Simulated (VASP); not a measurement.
A run of VASP 6.6.1 is set up as follows.

File INCAR:

```
SYSTEM = Al
PREC = Accurate ; ENCUT = 520
EDIFF = 1E-6 ; ISMEAR = 0
SIGMA = 0.15 ; LREAL = .FALSE.
LASPH = .TRUE. ; NELM = 80
ALGO = Fast ; ISIF = 2
LWAVE = .FALSE. ; LCHARG = .FALSE.
GGA = PS ; NBANDS = 8
```

Contents of KPOINTS:

```
Automatic mesh
0
G
  20 20 20
  0 0 0
```

File POSCAR:

```
Al
1.0
    0.0000000000      1.9936203000      2.0239800000
    2.0543397000      0.0000000000      2.0239800000
    2.0543397000      1.9936203000      0.0000000000
Al
1
Direct
    0.0000000000      0.0000000000      0.0000000000
```

Potentials or basis: VASP PAW PBE potentials, release 64 (Al).

Command:

```console
$ cat potpaw_PBE.64/Al/POTCAR > POTCAR
$ mpirun -np 1 vasp_std > vasp.out
```

Problem. Estimate the pressure.

Solution. -1.8 GPa.

Stress tensor (GPa, compression positive):
```
-2.56  0.00  0.00
 0.00 -1.37  0.00
 0.00  0.00 -1.54
```

Caveat: the cell differs from its parent crystal (strain +0.0150 x Voigt [1, -1, 0, 0, 0, 0]); the PAW data sets were made with another functional, which shifts forces and pressure a little.
